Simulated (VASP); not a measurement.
# WC4 (Pm-3m) in VASP: a series of runs

Runs on WC4. Level: PBE. Tasks: single point.

Program: VASP 6.6.1. These are calculated values, not measurements. Logs are shortened: lines on timing, memory, paths and dates and some standing lists are left out, and cuts for length are marked.

**1. The cell of the first run**

The structure is cubic, space group Pm-3m (No. 221). Conventional cell: a = 3.431 Å, b = 3.431 Å, c = 3.431 Å, α = 90.00°, β = 90.00°, γ = 90.00°. Within 3.2 Å of W (site symmetry m-3m) lie 20 C at 2.43 to 2.97 Å. C (site symmetry m-3m) has 6 C at 1.72 Å within 2.3 Å. Within 2.3 Å of C (site symmetry 4/mmm) lie 2 C at 1.72 Å.

**2. Single point, PBE**

Input file INCAR:

```
PREC = Accurate ; ENCUT = 600
EDIFF = 1E-6 ; ISMEAR = 0
SIGMA = 0.2 ; LREAL = False
LASPH = True ; NELM = 120
ALGO = Normal ; ISIF = 2
LWAVE = False ; LCHARG = False
GGA = PE ; NBANDS = 23
GGA_COMPAT = False
```

Input file KPOINTS:

```
regular mesh
0
Gamma
  4 4 4
```

Input file POSCAR:

```
WC4
1.0
    3.4310687578      0.0000000000      0.0000000000
    0.0000000000      3.4310687578      0.0000000000
    0.0000000000      0.0000000000      3.4310687578
W C
1 4
Direct
    0.0000000000      0.0000000000      0.0000000000
    0.5000000000      0.5000000000      0.5000000000
    0.0000000000      0.5000000000      0.5000000000
    0.5000000000      0.0000000000      0.5000000000
    0.5000000000      0.5000000000      0.0000000000
```

Potentials or basis: VASP PAW PBE potentials, release 64 (W_sv, C).

The run is started by

```
$ cat potpaw_PBE.64/W_sv/POTCAR potpaw_PBE.64/C/POTCAR > POTCAR
$ mpirun -np 1 vasp_std > vasp.out
```

OUTCAR:

```text
PREC = Accurate
   ENCUT = 600
   EDIFF = 1E-6
   ISMEAR = 0
   LREAL = False
   LASPH = True
   NELM = 120
   ISIF = 2
   GGA = PE

 ion  position               nearest neighbor table
   1  0.000  0.000  0.000-   3 2.43   4 2.43   5 2.43   3 2.43   4 2.43   3 2.43   5 2.43   3 2.43
                             4 2.43   5 2.43   4 2.43   5 2.43
   2  0.500  0.500  0.500-   3 1.72   4 1.72   5 1.72   5 1.72   4 1.72   3 1.72
   3  0.000  0.500  0.500-   2 1.72   2 1.72   1 2.43   1 2.43   1 2.43   1 2.43
   4  0.500  0.000  0.500-   2 1.72   2 1.72   1 2.43   1 2.43   1 2.43   1 2.43
   5  0.500  0.500  0.000-   2 1.72   2 1.72   1 2.43   1 2.43   1 2.43   1 2.43

  LATTYP: Found a simple cubic cell.
 ALAT       =     3.4310687578

  Lattice vectors:

 A1 = (   3.4310687578,   0.0000000000,   0.0000000000)
 A2 = (   0.0000000000,   3.4310687578,   0.0000000000)
 A3 = (   0.0000000000,   0.0000000000,   3.4310687578)

Analysis of symmetry for initial positions (statically):
=====================================================================
 Subroutine PRICEL returns:
 Original cell was already a primitive cell.

 Routine SETGRP: Setting up the symmetry group for a
 simple cubic supercell.

 Subroutine GETGRP returns: Found 48 space group operations
 (whereof 48 operations were pure point group operations)
 out of a pool of 48 trial point group operations.

The static configuration has the point symmetry O_h .

Analysis of symmetry for dynamics (positions and initial velocities):
=====================================================================
 Subroutine PRICEL returns:
 Original cell was already a primitive cell.

 Routine SETGRP: Setting up the symmetry group for a
 simple cubic supercell.

 Subroutine GETGRP returns: Found 48 space group operations
 (whereof 48 operations were pure point group operations)
 out of a pool of 48 trial point group operations.

The dynamic configuration has the point symmetry O_h .

 Subroutine INISYM returns: Found 48 space group operations
 (whereof 48 operations are pure point group operations),
 and found     1 'primitive' translations

----------------------------------------------------------------------------------------

                                     Primitive cell

  volume of cell :      40.3913

  direct lattice vectors                    reciprocal lattice vectors
     3.431068758  0.000000000  0.000000000     0.291454375  0.000000000  0.000000000
     0.000000000  3.431068758  0.000000000     0.000000000  0.291454375  0.000000000
     0.000000000  0.000000000  3.431068758     0.000000000  0.000000000  0.291454375

  length of vectors
     3.431068758  3.431068758  3.431068758     0.291454375  0.291454375  0.291454375

  position of ions in fractional coordinates (direct lattice)
     0.000000000  0.000000000  0.000000000
     0.500000000  0.500000000  0.500000000
     0.000000000  0.500000000  0.500000000
     0.500000000  0.000000000  0.500000000
     0.500000000  0.500000000  0.000000000

  ion indices of the primitive-cell ions
   primitive index   ion index
                 1           1
                 2           2
                 3           3
                 4           4
                 5           5

----------------------------------------------------------------------------------------

 KPOINTS: regular mesh

Automatic generation of k-mesh.
 Grid dimensions read from file:
 generate k-points for:    4    4    4

 Generating k-lattice:

  Cartesian coordinates                     Fractional coordinates (reciprocal lattice)
     0.072863594  0.000000000  0.000000000     0.250000000  0.000000000  0.000000000
     0.000000000  0.072863594  0.000000000     0.000000000  0.250000000  0.000000000
     0.000000000  0.000000000  0.072863594     0.000000000  0.000000000  0.250000000

  Length of vectors
     0.072863594  0.072863594  0.072863594

  Shift w.r.t. Gamma in fractional coordinates (k-lattice)
     0.000000000  0.000000000  0.000000000

 Subroutine IBZKPT returns following result:
 ===========================================

 Found     10 irreducible k-points:

 Following reciprocal coordinates:
            Coordinates               Weight
  0.000000  0.000000  0.000000      1.000000
  0.250000  0.000000  0.000000      6.000000
  0.500000  0.000000  0.000000      3.000000
  0.250000  0.250000  0.000000     12.000000
  0.500000  0.250000  0.000000     12.000000
  0.500000  0.500000  0.000000      3.000000
  0.250000  0.250000  0.250000      8.000000
  0.500000  0.250000  0.250000     12.000000
  0.500000  0.500000  0.250000      6.000000
  0.500000  0.500000  0.500000      1.000000
   k-points           NKPTS =     10   k-points in BZ     NKDIM =     10   number of bands    NBANDS=     23
   number of dos      NEDOS =    301   number of ions     NIONS =      5
   total plane-waves  NPLWV =  21952
   dimension x,y,z NGX =    28 NGY =   28 NGZ =   28
   dimension x,y,z NGXF=    56 NGYF=   56 NGZF=   56
   ions per type =               1   4
   NGX,Y,Z   is equivalent  to a cutoff of  13.57, 13.57, 13.57 a.u.
   NGXF,Y,Z  is equivalent  to a cutoff of  27.13, 27.13, 27.13 a.u.
 SYSTEM =  unknown system
   PREC   = accura    normal or accurate (medium, high low for compatibility)
   ISTART =      0    job   : 0-new  1-cont  2-samecut
   ICHARG =      2    charge: 1-file 2-atom 10-const
   ISPIN  =      1    spin polarized calculation?
   LNONCOLLINEAR =      F non collinear calculations
   LSORBIT =      F    spin-orbit coupling
   LASPH  =      T    aspherical Exc in radial PAW
   ENCUT  =  600.0 eV  44.10 Ry    6.64 a.u.   6.85  6.85  6.85*2*pi/ulx,y,z
   NELM   =    120;   NELMIN=  2; NELMDL= -5     # of ELM steps
   EDIFF  = 0.1E-05   stopping-criterion for ELM
   LREAL  =      F    real-space projection
   EDIFFG = 0.1E-04   stopping-criterion for IOM
   NSW    =      0    number of steps for IOM
   IBRION =     -1    ionic relax: 0-MD 1-quasi-New 2-CG
   NFREE  =      0    steps in history (QN), initial steepest desc. (CG)
   ISIF   =      2    stress and relaxation
   ISYM   =      2    0-nonsym 1-usesym 2-fastsym
   POTIM  = 0.5000    time-step for ionic-motion
   TEBEG  =    0.0;   TEEND  =   0.0 temperature during run
   PSTRESS=    0.0 pullay stress
   NELECT =      30.0000    total number of electrons
   NUPDOWN=      -1.0000    fix difference up-down
   EMIN   =  10.00;   EMAX   =-10.00  energy-range for DOS
   EFERMI =   0.00;   METHOD = LEGACY
   ISMEAR =     0;   SIGMA  =   0.20  broadening in eV -4-tet -1-fermi 0-gaus
   EFERMI_NEDOS =   21; number of points for ismear=-14 and -15
   IALGO  =     38    algorithm
   IMIX   =      4    mixing-type and parameters
     AMIX     =   0.40;   BMIX     =  1.00
     AMIX_MAG =   1.60;   BMIX_MAG =  1.00
  volume/ion in A,a.u.               =       8.08        54.51
  Fermi-wavevector in a.u.,A,eV,Ry     =   1.482583  2.801677 29.906338  2.198054
  Thomas-Fermi vector in A             =   2.596351
   LORBIT       =      0    0 simple, 1 ext, 2 COOP (PROOUT), +10 PAW based schemes
   GGA     = PE    functional components
   LHFCALC =     F    Hartree Fock is set to
   AEXX    =    0.0000 exact exchange contribution
   IVDW    =     0    specifies the selected vdW correction
   LEPSILON=     F    determine dielectric tensor
   LRPA    =     F    only Hartree local field effects (RPA)
 non-spin polarized calculation
 Gauss-broadening in eV      SIGMA  =   0.20
  energy-cutoff  :      600.00
  volume of cell :       40.39
 maximum number of plane-waves:      1376
 NGX is ok and might be reduce to    28
   NGX = 13   NGY = 13   NGZ = 13

 number of electron      30.0000007 magnetization

 Free energy of the ion-electron system (eV)
  ---------------------------------------------------
  ext. energy  EPLUGINS =         0.00000000
  ---------------------------------------------------
  free energy    TOTEN  =       -36.26512412 eV

  energy without entropy =      -36.17594346  energy(sigma->0) =      -36.22053379

 E-fermi :  10.2120     XC(G=0): -13.4576

 val. band max:       10.1653257023   @ k =   0.2500   0.0000   0.0000
 cond. band min:      10.2341813211   @ k =   0.2500   0.0000   0.0000
 fundamental gap:      0.0688556187
 Fermi energy:        10.2119848907

 k-point     1 :       0.0000    0.0000    0.0000
  band No.  band energies     occupation
      1     -64.8415      2.00000
      2     -28.9417      2.00000
      3     -28.9417      2.00000
      4     -28.9417      2.00000
      5      -8.5608      2.00000
      6       1.4048      2.00000
[... 15 lines left out ...]
     22      11.4141      0.00000
     23      21.0441      0.00000

 k-point     2 :       0.2500    0.0000    0.0000
  band No.  band energies     occupation
      1     -64.8401      2.00000
      2     -28.9961      2.00000
      3     -28.9359      2.00000
      4     -28.9359      2.00000
      5      -7.9517      2.00000
      6      -1.9574      2.00000
[... 15 lines left out ...]
     22      14.2715      0.00000
     23      21.2416      0.00000

 k-point     3 :       0.5000    0.0000    0.0000
  band No.  band energies     occupation
      1     -64.8387      2.00000
      2     -29.0499      2.00000
      3     -28.9302      2.00000
      4     -28.9302      2.00000
      5      -6.9617      2.00000
      6      -4.0024      2.00000
[... 15 lines left out ...]
     22      16.2913      0.00000
     23      16.2913      0.00000

 k-point     4 :       0.2500    0.2500    0.0000
  band No.  band energies     occupation
      1     -64.8388      2.00000
      2     -28.9905      2.00000
      3     -28.9884      2.00000
      4     -28.9303      2.00000
      5      -7.4301      2.00000
      6      -1.5559      2.00000
[... 15 lines left out ...]
     22      15.7459      0.00000
     23      20.7876      0.00000

 k-point     5 :       0.5000    0.2500    0.0000
  band No.  band energies     occupation
      1     -64.8375      2.00000
      2     -29.0424      2.00000
      3     -28.9828      2.00000
      4     -28.9247      2.00000
      5      -6.6375      2.00000
      6      -3.3689      2.00000
[... 15 lines left out ...]
     22      16.1734      0.00000
     23      16.7837      0.00000

 k-point     6 :       0.5000    0.5000    0.0000
  band No.  band energies     occupation
      1     -64.8361      2.00000
      2     -29.0349      2.00000
      3     -29.0349      2.00000
      4     -28.9193      2.00000
      5      -6.1846      2.00000
      6      -2.4773      2.00000
[... 15 lines left out ...]
     22      16.1378      0.00000
     23      16.1378      0.00000

 k-point     7 :       0.2500    0.2500    0.2500
  band No.  band energies     occupation
      1     -64.8374      2.00000
      2     -28.9850      2.00000
      3     -28.9821      2.00000
      4     -28.9821      2.00000
      5      -6.9538      2.00000
      6      -1.4267      2.00000
[... 15 lines left out ...]
     22      16.1018      0.00000
     23      20.8699      0.00000

 k-point     8 :       0.5000    0.2500    0.2500
  band No.  band energies     occupation
      1     -64.8361      2.00000
      2     -29.0352      2.00000
      3     -28.9775      2.00000
      4     -28.9758      2.00000
      5      -6.2350      2.00000
      6      -2.9707      2.00000
[... 15 lines left out ...]
     22      16.2686      0.00000
     23      17.3514      0.00000

 k-point     9 :       0.5000    0.5000    0.2500
  band No.  band energies     occupation
      1     -64.8347      2.00000
      2     -29.0281      2.00000
      3     -29.0281      2.00000
      4     -28.9705      2.00000
      5      -5.6327      2.00000
      6      -2.5146      2.00000
[... 15 lines left out ...]
     22      15.9225      0.00000
     23      17.0840      0.00000

 k-point    10 :       0.5000    0.5000    0.5000
  band No.  band energies     occupation
      1     -64.8334      2.00000
      2     -29.0212      2.00000
      3     -29.0212      2.00000
      4     -29.0212      2.00000
      5      -4.6001      2.00000
      6      -2.5573      2.00000
[... 15 lines left out ...]
     22      13.8718      0.00000
     23      16.9808      0.00000

------------------------ aborting loop because EDIFF is reached ----------------------------------------

  FORCE on cell =-STRESS in cart. coord.  units (eV):
  Direction    XX          YY          ZZ          XY          YZ          ZX
  --------------------------------------------------------------------------------------
  -------------------------------------------------------------------------------------
  Total       -0.0218098     -0.0218098     -0.0218098     -0.0000000     -0.0000000      0.0000000
  in kB       -0.8651136     -0.8651136     -0.8651136     -0.0000000     -0.0000000      0.0000000
  external PRESSURE =      -0.8651136 kB  Pullay stress =       0.0000000 kB

 VOLUME and BASIS-vectors are now :
 -----------------------------------------------------------------------------
  energy-cutoff  :      600.00
  volume of cell :       40.39
      direct lattice vectors                 reciprocal lattice vectors
     3.431068758  0.000000000  0.000000000     0.291454375  0.000000000  0.000000000
     0.000000000  3.431068758  0.000000000     0.000000000  0.291454375  0.000000000
     0.000000000  0.000000000  3.431068758     0.000000000  0.000000000  0.291454375

 POSITION                                       TOTAL-FORCE (eV/Angst)
 -----------------------------------------------------------------------------------
      0.00000      0.00000      0.00000         0.000000      0.000000      0.000000
      1.71553      1.71553      1.71553         0.000000      0.000000      0.000000
      0.00000      1.71553      1.71553         0.000000      0.000000      0.000000
      1.71553      0.00000      1.71553         0.000000      0.000000      0.000000
      1.71553      1.71553      0.00000         0.000000      0.000000      0.000000
 -----------------------------------------------------------------------------------
    total drift:                               -0.000000      0.000000      0.000000

  FREE ENERGIE OF THE ION-ELECTRON SYSTEM (eV)
  ---------------------------------------------------
  free  energy   TOTEN  =       -36.2651241211 eV

  energy  without entropy=      -36.1759434603  energy(sigma->0) =      -36.22053379
```

Run time: 11 s. Hardware: 1 thread of Intel Xeon Platinum 8559C (Emerald Rapids), shared host; peak memory 0.15 GiB.

What came out:

```
Free energy            : -36.2651 eV
Pressure               : -0.1 GPa
Band gap on the k mesh : zero (band 15 reaches 11.58 eV, above the bottom of band 16 at 8.64 eV)
```

Caveat: the k points lie up to 0.46 Å⁻¹ apart; spin-orbit coupling is left out, which moves the levels of the heavy elements.

[end of part 1 of 2]
